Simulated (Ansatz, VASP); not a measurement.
# SnPb5O6 in VASP and in Ansatz

```xyz
12
Lattice="4.0200 0.0000 0.0000 0.0000 4.0200 0.0000 0.0000 0.0000 16.5447" Properties=species:S:1:pos:R:3 pbc="T T T"
Sn    0.0000    0.0000   12.2298
Pb    0.0000    0.0000    1.1036
Pb    0.0000    0.0000    6.7256
Pb    2.0100    2.0100    4.3173
Pb    2.0100    2.0100    9.9172
Pb    2.0100    2.0100   15.2407
O     0.0000    2.0100   16.4599
O     0.0000    2.0100    5.5365
O     0.0000    2.0100   11.1430
O     2.0100    0.0000   16.4599
O     2.0100    0.0000    5.5365
O     2.0100    0.0000   11.1430
```

Alike in both runs: functional PBE; k mesh 8 × 8 × 2; occupations gaussian, width 0.02 eV; no spin polarisation.

Ansatz relaxed the structure, and its values are those at the end. VASP's run is a single point on that final structure, the one shown.

|  | VASP | Ansatz |
| --- | --- | --- |
| version | VASP 6.6.1 | Ansatz 0.2.0 |
| potentials or method | VASP PAW PBE potentials, release 64 (Sn_d, Pb_d, O), cutoff 520 eV | scalar-relativistic, plane waves, PAW |
| valence electrons in the cell | 120 | 120 |

|  | VASP | Ansatz | Ansatz less VASP |
| --- | --- | --- | --- |
| gap on the k mesh at the Fermi level (eV) | 1.49 | 1.50 | +0.007 |
| least direct gap on the mesh (eV) | 1.50 | 1.53 | +0.022 |
| pressure (GPa) | 0.1 | 0.0 | -0.07 |
| rms of the force components (eV/Å) | 0.018 | 0.001 | -0.0177 |

The functional is the same, so the differences come from potentials, cutoffs and numerics.

Spin-orbit coupling is off throughout.
